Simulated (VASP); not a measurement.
Input of a VASP 6.6.1 run:

The input INCAR:

```
ALGO = Normal
EDIFF = 1E-6
ENCUT = 520
GGA = PS
ISIF = 2
ISMEAR = 0
LASPH = True
LCHARG = True
LELF = True
LREAL = False
LVHAR = True
LWAVE = False
NBANDS = 16
NELM = 60
PREC = Accurate
SIGMA = 0.01
```

KPOINTS

```
k-points
0
Gamma
  4 4 4
```

POSCAR

```
SiC3
1.0
    1.4154339595      0.8172011775      4.6700734293
   -1.4154339595      0.8172011775      4.6700734293
    0.0000000000     -1.6344023551      4.6700734293
C Si
3 1
Direct
    1.0082378924      0.0082378924      0.0082378924
    0.4889604674      0.4889604674      0.4889604674
    0.3791724033      0.3791724033      0.3791724033
    0.8736292368      0.8736292368      0.8736292368
```

Potentials or basis: VASP PAW PBE potentials, release 64 (C, Si).

Launch:

```bash
$ cat potpaw_PBE.64/C/POTCAR potpaw_PBE.64/Si/POTCAR > POTCAR
$ mpirun -np 1 vasp_std > vasp.out
```

(1) Estimate the largest force.

(2) What does it give for the pressure?

(3) What does it give for the band gap on the k mesh?

Answers

(1) 0.374 eV/Å.

(2) -0.6 GPa.

(3) 1.43 eV, indirect (least direct gap 3.06 eV).

Caveat: the k points lie up to 0.65 Å⁻¹ apart; the PAW data sets were made with another functional, which shifts forces and pressure a little.
